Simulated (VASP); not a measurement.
# BN (Fmm2) in VASP: further runs

The runs below take BN through single point, relaxation of cell and atoms, with LDA.

All numbers are computed with VASP 6.6.1; they aren't measurements. Logs are shortened: lines on timing, memory, paths and dates and some standing lists are left out, and cuts for length are marked.

### 1 The cell of the first run

It takes space group Fmm2 (No. 42, orthorhombic). Conventional cell: a = 2.490 Å, b = 6.558 Å, c = 4.306 Å, α = 90.00°, β = 90.00°, γ = 90.00°. Within 1.9 Å of B (site symmetry mm2) lie 3 N at 1.44 Å. N (site symmetry mm2) has 3 B at 1.44 Å within 1.9 Å.

### 2 Single point, LDA

Input file INCAR:

```
SYSTEM = BN
PREC = Accurate ; ENCUT = 600
EDIFF = 1E-6 ; ISMEAR = 0
SIGMA = 0.02 ; LREAL = .FALSE.
LASPH = .TRUE. ; NELM = 120
ALGO = Normal ; ISIF = 2
LWAVE = .FALSE. ; LCHARG = .FALSE.
NBANDS = 11 ; GGA_COMPAT = .FALSE.
```

Input file KPOINTS:

```
regular mesh
0
G
  12 12 12
  0 0 0
```

Input file POSCAR:

```
BN
1.0
    0.0000000000      3.2788514030      2.1527936082
    1.2448188583      0.0000000000      2.1527936082
    1.2448188583      3.2788514030      0.0000000000
B N
1 1
Direct
    0.0001258530      0.0001258530      0.9998741470
    0.6665741370      0.6665741370      0.3334258630
```

Potentials or basis: VASP PAW LDA potentials, release 64 (B, N).

On the command line:

```sh
cat potpaw_LDA.64/B/POTCAR potpaw_LDA.64/N/POTCAR > POTCAR
mpirun -np 1 vasp_std > vasp.out
```

OUTCAR:

```text
SYSTEM = BN
   PREC = Accurate
   ENCUT = 600
   EDIFF = 1E-6
   ISMEAR = 0
   LREAL = .FALSE.
   LASPH = .TRUE.
   NELM = 120
   ISIF = 2

 ion  position               nearest neighbor table
   1  0.000  0.000  1.000-   2 1.44   2 1.44   2 1.44
   2  0.667  0.667  0.333-   1 1.44   1 1.44   1 1.44

  LATTYP: Found a face centered orthorhombic cell.
 ALAT       =     2.4896377166
 B/A-ratio  =     1.7294031126
 C/A-ratio  =     2.6339988193

  Lattice vectors:

 A1 = (   0.0000000000,   3.2788514030,   2.1527936082)
 A2 = (  -1.2448188583,   3.2788514030,   0.0000000000)
 A3 = (  -1.2448188583,   0.0000000000,   2.1527936082)

Analysis of symmetry for initial positions (statically):
=====================================================================
 Subroutine PRICEL returns:
 Original cell was already a primitive cell.

 Routine SETGRP: Setting up the symmetry group for a
 face centered orthorhombic supercell.

 Subroutine GETGRP returns: Found  4 space group operations
 (whereof  4 operations were pure point group operations)
 out of a pool of  8 trial point group operations.

The static configuration has the point symmetry C_2v.

Analysis of symmetry for dynamics (positions and initial velocities):
=====================================================================
 Subroutine PRICEL returns:
 Original cell was already a primitive cell.

 Routine SETGRP: Setting up the symmetry group for a
 face centered orthorhombic supercell.

 Subroutine GETGRP returns: Found  4 space group operations
 (whereof  4 operations were pure point group operations)
 out of a pool of  8 trial point group operations.

The dynamic configuration has the point symmetry C_2v.

 Subroutine INISYM returns: Found  4 space group operations
 (whereof  4 operations are pure point group operations),
 and found     1 'primitive' translations

----------------------------------------------------------------------------------------

                                     Primitive cell

  volume of cell :      17.5736

  direct lattice vectors                    reciprocal lattice vectors
     0.000000000  3.278851403  2.152793608    -0.401664866  0.152492424  0.232256357
     1.244818858  0.000000000  2.152793608     0.401664866 -0.152492424  0.232256357
     1.244818858  3.278851403  0.000000000     0.401664866  0.152492424 -0.232256357

  length of vectors
     3.922421043  2.486783929  3.507198385     0.488396990  0.488396990  0.488396990

  position of ions in fractional coordinates (direct lattice)
     0.000125853  0.000125853  0.999874147
     0.666574137  0.666574137  0.333425863

  ion indices of the primitive-cell ions
   primitive index   ion index
                 1           1
                 2           2

----------------------------------------------------------------------------------------

 KPOINTS: regular mesh

Automatic generation of k-mesh.
 Grid dimensions read from file:
 generate k-points for:   12   12   12

 Generating k-lattice:

  Cartesian coordinates                     Fractional coordinates (reciprocal lattice)
    -0.033472072  0.012707702  0.019354696     0.083333333 -0.000000000 -0.000000000
     0.033472072 -0.012707702  0.019354696     0.000000000  0.083333333  0.000000000
     0.033472072  0.012707702 -0.019354696     0.000000000  0.000000000  0.083333333

  Length of vectors
     0.040699749  0.040699749  0.040699749

  Shift w.r.t. Gamma in fractional coordinates (k-lattice)
     0.000000000  0.000000000  0.000000000

 Subroutine IBZKPT returns following result:
 ===========================================

 Found    280 irreducible k-points:

 Following reciprocal coordinates:
            Coordinates               Weight
  0.000000  0.000000  0.000000      1.000000
  0.083333 -0.000000 -0.000000      8.000000
  0.166667 -0.000000  0.000000      8.000000
  0.250000  0.000000 -0.000000      8.000000
  0.333333  0.000000  0.000000      8.000000
  0.416667  0.000000  0.000000      8.000000
[... 16 lines left out ...]
  0.500000  0.166667 -0.000000      8.000000
 -0.416667  0.166667  0.000000      8.000000
 [... further k-points ...]
   k-points           NKPTS =    280   k-points in BZ     NKDIM =    280   number of bands    NBANDS=     11
   number of dos      NEDOS =    301   number of ions     NIONS =      2
   total plane-waves  NPLWV =  17920
   dimension x,y,z NGX =    32 NGY =   20 NGZ =   28
   dimension x,y,z NGXF=    64 NGYF=   40 NGZF=   56
   ions per type =               1   1
   NGX,Y,Z   is equivalent  to a cutoff of  13.56, 13.37, 13.27 a.u.
   NGXF,Y,Z  is equivalent  to a cutoff of  27.13, 26.74, 26.54 a.u.
 SYSTEM =  BN
   PREC   = accura    normal or accurate (medium, high low for compatibility)
   ISTART =      0    job   : 0-new  1-cont  2-samecut
   ICHARG =      2    charge: 1-file 2-atom 10-const
   ISPIN  =      1    spin polarized calculation?
   LNONCOLLINEAR =      F non collinear calculations
   LSORBIT =      F    spin-orbit coupling
   LASPH  =      T    aspherical Exc in radial PAW
   ENCUT  =  600.0 eV  44.10 Ry    6.64 a.u.   7.83  4.97  7.00*2*pi/ulx,y,z
   NELM   =    120;   NELMIN=  2; NELMDL= -5     # of ELM steps
   EDIFF  = 0.1E-05   stopping-criterion for ELM
   LREAL  =      F    real-space projection
   EDIFFG = 0.1E-04   stopping-criterion for IOM
   NSW    =      0    number of steps for IOM
   IBRION =     -1    ionic relax: 0-MD 1-quasi-New 2-CG
   NFREE  =      0    steps in history (QN), initial steepest desc. (CG)
   ISIF   =      2    stress and relaxation
   ISYM   =      2    0-nonsym 1-usesym 2-fastsym
   POTIM  = 0.5000    time-step for ionic-motion
   TEBEG  =    0.0;   TEEND  =   0.0 temperature during run
   PSTRESS=    0.0 pullay stress
   NELECT =       8.0000    total number of electrons
   NUPDOWN=      -1.0000    fix difference up-down
   EMIN   =  10.00;   EMAX   =-10.00  energy-range for DOS
   EFERMI =   0.00;   METHOD = LEGACY
   ISMEAR =     0;   SIGMA  =   0.02  broadening in eV -4-tet -1-fermi 0-gaus
   EFERMI_NEDOS =   21; number of points for ismear=-14 and -15
   IALGO  =     38    algorithm
   IMIX   =      4    mixing-type and parameters
     AMIX     =   0.40;   BMIX     =  1.00
     AMIX_MAG =   1.60;   BMIX_MAG =  1.00
  volume/ion in A,a.u.               =       8.79        59.30
  Fermi-wavevector in a.u.,A,eV,Ry     =   1.259364  2.379854 21.578821  1.585999
  Thomas-Fermi vector in A             =   2.392928
   LORBIT       =      0    0 simple, 1 ext, 2 COOP (PROOUT), +10 PAW based schemes
   GGA     = CA    functional components
   LHFCALC =     F    Hartree Fock is set to
   AEXX    =    0.0000 exact exchange contribution
   IVDW    =     0    specifies the selected vdW correction
   LEPSILON=     F    determine dielectric tensor
   LRPA    =     F    only Hartree local field effects (RPA)
 non-spin polarized calculation
 Gauss-broadening in eV      SIGMA  =   0.02
  energy-cutoff  :      600.00
  volume of cell :       17.57
 maximum number of plane-waves:       608
   NGX = 15   NGY =  9   NGZ = 13

 number of electron       8.0000000 magnetization

 Free energy of the ion-electron system (eV)
  ---------------------------------------------------
  ext. energy  EPLUGINS =         0.00000000
  ---------------------------------------------------
  free energy    TOTEN  =       -19.28918248 eV

  energy without entropy =      -19.28918248  energy(sigma->0) =      -19.28918248

 E-fermi :   2.6640     XC(G=0): -10.6450

 val. band max:        2.4871701008   @ k =   0.4167  -0.4167   0.0833
 cond. band min:       5.8720190491   @ k =   0.0000   0.5000   0.5000
 fundamental gap:      3.3848489483
 Fermi energy:         2.6640079093

 k-point     1 :       0.0000    0.0000    0.0000
  band No.  band energies     occupation
      1     -15.3863      2.00000
      2      -1.8247      2.00000
      3       1.0376      2.00000
      4       1.0408      2.00000
      5       7.3383      0.00000
      6      13.9615      0.00000
      7      14.0758      0.00000
      8      15.5803      0.00000
      9      17.5344      0.00000
     10      28.1259      0.00000
     11      30.3590      0.00000

 k-point     2 :       0.0833   -0.0000   -0.0000
  band No.  band energies     occupation
      1     -15.2428      2.00000
      2      -1.7071      2.00000
      3       0.4838      2.00000
      4       0.7738      2.00000
      5       7.6685      0.00000
      6      13.9679      0.00000
      7      14.5958      0.00000
      8      15.0675      0.00000
      9      17.9820      0.00000
     10      27.8768      0.00000
     11      28.5153      0.00000

 k-point     3 :       0.1667   -0.0000    0.0000
  band No.  band energies     occupation
      1     -14.8206      2.00000
      2      -1.3650      2.00000
      3      -0.9001      2.00000
      4       0.1309      2.00000
      5       8.5355      0.00000
      6      13.6870      0.00000
      7      13.8459      0.00000
      8      16.2251      0.00000
      9      19.0618      0.00000
     10      24.9407      0.00000
     11      28.8571      0.00000

 k-point     4 :       0.2500    0.0000   -0.0000
  band No.  band energies     occupation
      1     -14.1486      2.00000
      2      -2.7124      2.00000
      3      -0.7334      2.00000
      4      -0.6118      2.00000
      5       9.6054      0.00000
      6      11.9832      0.00000
      7      13.7591      0.00000
      8      18.5214      0.00000
      9      20.2995      0.00000
     10      22.7567      0.00000
     11      27.5757      0.00000
[... 239 lines left out ...]
 k-point    22 :       0.4167    0.1667    0.0000
  band No.  band energies     occupation
      1     -12.9815      2.00000
      2      -4.5295      2.00000
      3      -2.4763      2.00000
      4       0.7244      2.00000
      5       9.1695      0.00000
      6      12.0104      0.00000
      7      15.2400      0.00000
      8      18.3928      0.00000
      9      19.5965      0.00000
     10      23.5037      0.00000
     11      26.5720      0.00000

 k-point    23 :       0.5000    0.1667   -0.0000
  band No.  band energies     occupation
      1     -12.1804      2.00000
      2      -5.7507      2.00000
      3      -2.9978      2.00000
      4       1.4948      2.00000
      5       7.6746      0.00000
      6      13.3803      0.00000
      7      15.5787      0.00000
      8      17.8320      0.00000
      9      20.6783      0.00000
     10      24.1514      0.00000
     11      25.6216      0.00000

 k-point    24 :      -0.4167    0.1667    0.0000
  band No.  band energies     occupation
      1     -11.7917      2.00000
      2      -6.2875      2.00000
      3      -3.1605      2.00000
      4       1.7628      2.00000
      5       7.0330      0.00000
      6      13.9770      0.00000
      7      15.8989      0.00000
      8      17.8341      0.00000
      9      21.3468      0.00000
     10      23.4999      0.00000
     11      25.3692      0.00000

 [... further k-points ...]
[... 5 lines left out ...]
  --------------------------------------------------------------------------------------
  -------------------------------------------------------------------------------------
  Total        0.0919637     -0.0271333      0.0915497      0.0000000      0.0000000      0.0000000
  in kB        8.3843010     -2.4737349      8.3465559      0.0000000      0.0000000      0.0000000
  external PRESSURE =       4.7523740 kB  Pullay stress =       0.0000000 kB

 VOLUME and BASIS-vectors are now :
 -----------------------------------------------------------------------------
  energy-cutoff  :      600.00
  volume of cell :       17.57
      direct lattice vectors                 reciprocal lattice vectors
     0.000000000  3.278851403  2.152793608    -0.401664866  0.152492424  0.232256357
     1.244818858  0.000000000  2.152793608     0.401664866 -0.152492424  0.232256357
     1.244818858  3.278851403  0.000000000     0.401664866  0.152492424 -0.232256357

 POSITION                                       TOTAL-FORCE (eV/Angst)
 -----------------------------------------------------------------------------------
      1.24482      3.27885      0.00054         0.000000      0.000000     -0.000093
      1.24482      3.27885      2.86999         0.000000      0.000000      0.000093
 -----------------------------------------------------------------------------------
    total drift:                                0.000002      0.000003     -0.000022

  FREE ENERGIE OF THE ION-ELECTRON SYSTEM (eV)
  ---------------------------------------------------
  free  energy   TOTEN  =       -19.2891824783 eV

  energy  without entropy=      -19.2891824783  energy(sigma->0) =      -19.28918248
```

Wall time 24 s (1 thread of AMD EPYC 9R45 (Zen 5), shared host); peak memory 0.15 GiB.

What came out:

```yaml
Free_energy: -19.2892 eV
Pressure: 0.5 GPa
Band_gap_on_the_k_mesh: 3.38 eV (least direct gap 4.44 eV)
```

### 3 Relaxation of cell and atoms, LDA

This run uses another cell than the first one, of 9.48 Å³/atom.

Input file INCAR:

```
PREC = Accurate ; ENCUT = 600
EDIFF = 1E-7 ; ISMEAR = 0
SIGMA = 0.02 ; LREAL = F
LASPH = T ; NELM = 120
ALGO = Normal ; ISIF = 3
LWAVE = F ; LCHARG = F
IBRION = 2 ; NSW = 100
EDIFFG = -0.002 ; GGA_COMPAT = F
NELMIN = 4
```

Input file KPOINTS:

```
regular mesh
0
Gamma
  12 12 12
```

Input file POSCAR:

```
BN
1.0
    0.0000000000      3.4953158300      2.1660912400
    1.2516321000      0.0000000000      2.1660912400
    1.2516321000      3.4953158300      0.0000000000
B N
1 1
Direct
    0.0000486500      0.0000486500      0.9999513500
    0.6666513400      0.6666513400      0.3333486600
```

Potentials or basis: VASP PAW LDA potentials, release 64 (B, N).

On the command line:

```sh
cat potpaw_LDA.64/B/POTCAR potpaw_LDA.64/N/POTCAR > POTCAR
mpirun -np 1 vasp_std > vasp.out
```

Run time: 5.8 min. Hardware: 1 thread of AMD EPYC 9R45 (Zen 5), shared host; peak memory 0.15 GiB.

The run converged. Its results:

* Free energy: -19.2918 eV
* Relaxed volume: 8.71 Å³/atom
* Relaxed cell: a = 3.895 Å, b = 2.488 Å, c = 3.476 Å, α = 79.66°, β = 38.94°, γ = 61.40°
* Space group after relaxing (to 0.1 Å): Fmm2 (No. 42)
* Energy gained by relaxing: 5.1 meV/atom
* Ionic steps: 26
* Pressure after relaxing: 0.0 GPa
* Band gap on the k mesh: 3.31 eV (least direct gap 4.43 eV)

Step by step:
```tsv
step	energy change (eV)	largest force (eV/Å)	pressure (GPa)	volume (Å³)
1	0.0000	0.0106	-3.95	18.95
2	0.0089	0.0372	6.96	18.32
3	-0.0034	0.0044	-0.38	18.73
4	-0.0034	0.0046	-0.30	18.73
5	-0.0039	0.0125	-0.29	18.66
6	-0.0054	0.0644	-0.23	18.47
7	-0.0077	0.1691	-0.10	18.08
8	-0.0084	0.3828	0.37	17.30
9	-0.0089	0.2852	0.12	17.65
10	-0.0090	0.2678	0.12	17.63
11	-0.0094	0.2160	0.10	17.59
12	-0.0100	0.1130	0.08	17.49
13	-0.0100	0.0898	0.06	17.29
14	-0.0102	0.0140	0.07	17.39
15	-0.0102	0.0086	0.07	17.39
16	-0.0102	0.0079	0.06	17.39
17	-0.0102	0.0058	0.03	17.39
18	-0.0102	0.0016	-0.03	17.41
19	-0.0102	0.0010	-0.04	17.41
20	-0.0102	0.0002	-0.05	17.41
21	-0.0102	0.0005	-0.04	17.41
22	-0.0102	0.0007	-0.04	17.41
23	-0.0102	0.0014	-0.02	17.41
24	-0.0102	0.0052	0.00	17.41
25	-0.0102	0.0041	-0.01	17.41
26	-0.0102	0.0011	0.01	17.41
```

Final structure:
```cif
data_structure
_symmetry_space_group_name_H-M 'P 1'
_symmetry_Int_Tables_number 1
_cell_length_a 3.8947
_cell_length_b 2.4883
_cell_length_c 3.4757
_cell_angle_alpha 79.662
_cell_angle_beta 38.942
_cell_angle_gamma 61.396
_cell_volume 17.41
loop_
_atom_site_label
_atom_site_type_symbol
_atom_site_fract_x
_atom_site_fract_y
_atom_site_fract_z
_atom_site_occupancy
B1 B 0.00014 0.00014 0.99986 1
N1 N 0.66656 0.66656 0.33344 1
```

Levels at points of the mesh, in eV from the valence-band top:
```tsv
k point	band 1	band 2	band 3	band 4	band 5	band 6	band 7	band 8
(0.00, 0.00, 0.00)	-17.90	-4.26	-1.48	-1.47	4.90	11.43	11.55	13.06
(0.50, 0.00, 0.00)	-14.56	-9.09	-4.32	-1.13	4.37	9.94	13.37	16.17
(0.50, 0.50, 0.00)	-14.64	-9.25	-4.32	-0.35	6.02	9.44	12.07	13.95
(0.50, 0.00, 0.50)	-17.53	-6.70	-1.52	-1.46	10.13	11.36	11.48	12.68
(0.00, 0.50, 0.50)	-14.44	-8.91	-4.40	-1.82	3.31	9.90	14.71	19.18
```

A k mesh can miss the band edges.
